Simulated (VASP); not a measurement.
Wanted: the native input for a VASP 6.6.1 run.

```yaml
Task: G0W0 quasiparticle levels
Functional: PBE
Potentials_or_basis: VASP PAW PBE potentials, release 64 (Zn_GW, Se_GW)
Cutoff: 500 eV
k_mesh: 6 × 6 × 6
Occupations: gaussian, width 0.01 eV
Spin: no spin polarisation
Dipole_correction: no
GW_scheme: G0W0
GW_iterations: 1
Cutoff_of_the_response_function: 80
Frequency_points: 96
Empty_bands: 73
Further_INCAR_settings: ALGO = EVGW0; EDIFF = 1e-08; NBANDS = 82
```

Crystal: ZnSe.

```
CELL_PARAMETERS angstrom
0.00000 2.83242 2.83242
2.83242 0.00000 2.83242
2.83242 2.83242 0.00000
ATOMIC_POSITIONS crystal
Zn 0.00000 0.00000 0.00000
Se 0.25000 0.25000 0.25000
```

One way to write it, as run:

POSCAR

```
ZnSe
1.0
    0.0000000000      2.8324206815      2.8324206815
    2.8324206815      0.0000000000      2.8324206815
    2.8324206815      2.8324206815      0.0000000000
Zn Se
1 1
Direct
    0.0000000000      0.0000000000      0.0000000000
    0.2500000000      0.2500000000      0.2500000000
```

INCAR.step1

```
PREC = Accurate ; ENCUT = 500
EDIFF = 1E-8 ; ISMEAR = 0
SIGMA = 0.01 ; LREAL = False
LASPH = True ; NELM = 100
ALGO = Normal ; LWAVE = True
LCHARG = False ; GGA = PE
```

INCAR.step2

```
PREC = Accurate ; ENCUT = 500
EDIFF = 1E-8 ; ISMEAR = 0
SIGMA = 0.01 ; LREAL = False
LASPH = True ; NELM = 1
ALGO = Exact ; LWAVE = True
LCHARG = False ; GGA = PE
NBANDS = 82 ; LOPTICS = True
ISTART = 1
```

INCAR.step3

```
PREC = Accurate ; ENCUT = 500
EDIFF = 1E-8 ; ISMEAR = 0
SIGMA = 0.01 ; LREAL = False
LASPH = True ; ALGO = EVGW0
LWAVE = False ; LCHARG = False
GGA = PE ; NELMGW = 1
NBANDS = 82 ; ENCUTGW = 80.0
NOMEGA = 96 ; PRECFOCK = Fast
ISTART = 1 ; NBANDSGW = 17
OMEGAMAX = 20
```

KPOINTS

```
Automatic mesh
0
Gamma
  6 6 6
```

Potentials or basis: VASP PAW PBE potentials, release 64 (Zn_GW, Se_GW).

Launch:

```bash
$ cat potpaw_PBE.64/Zn_GW/POTCAR potpaw_PBE.64/Se_GW/POTCAR > POTCAR
$ cp INCAR.step1 INCAR
$ mpirun -np 1 vasp_std > vasp.out
$ cp INCAR.step2 INCAR
$ mpirun -np 1 vasp_std > vasp.out
$ cp INCAR.step3 INCAR
$ mpirun -np 1 vasp_std > vasp.out
```

Results of the run:

| Item | Value |
| --- | --- |
| Quasiparticle gap | 2.46 eV |
| Least direct quasiparticle gap | 2.46 eV |
| Band gap of the starting levels on the mesh | 1.28 eV |
| Least direct gap of the starting levels on the mesh | 1.28 eV |

Caveat: bands, screening cutoff and mesh are small and nothing is extrapolated, so the quasiparticle values aren't converged.

Run time: 9.7 min on 1 thread of AMD EPYC 9R45 (Zen 5), with other jobs on the host, peak memory 0.59 GiB.
